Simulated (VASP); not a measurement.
A run of VASP 6.6.1 is set up as follows.

The input INCAR:

```
PREC = Accurate
ENCUT = 520
EDIFF = 1E-6
ISMEAR = -1
SIGMA = 0.02
LREAL = False
LASPH = True
NELM = 100
ALGO = Normal
ISIF = 2
LWAVE = False
LCHARG = False
LDIPOL = True
IDIPOL = 3
DIPOL = 0.5 0.5 0.500
GGA = PE
NBANDS = 26
```

The input KPOINTS:

```
Automatic mesh
0
Gamma
  8 6 1
```

POSCAR

```
GaN
1.0
    3.2162655414      0.0000000000      0.0000000000
    0.0000000000      4.5484863488      0.0000000000
    0.0000000000      0.0000000000     17.6081000000
Ga N
2 2
Direct
    0.0000000000      0.8412114611      0.4770803343
    0.5000000000      0.3412131467      0.5229194796
    0.5000000000      0.6587794610      0.4552157249
    0.0000000000      0.1587959312      0.5447844611
```

Potentials or basis: VASP PAW PBE potentials, release 64 (Ga_d, N).

The run is started by

```sh
$ cat potpaw_PBE.64/Ga_d/POTCAR potpaw_PBE.64/N/POTCAR > POTCAR
$ mpirun -np 1 vasp_std > vasp.out
```

Task: What does it give for the largest force?

Result: 0.017 eV/Å.

Task: What does it give for the band gap on the k mesh?

Result: 2.19 eV (least direct gap 2.48 eV).

Forces on the atoms (eV/Å):
```
Ga   0.000 -0.010 -0.004
Ga   0.000 -0.010  0.004
N    0.000  0.011  0.013
N    0.000  0.009 -0.013
```
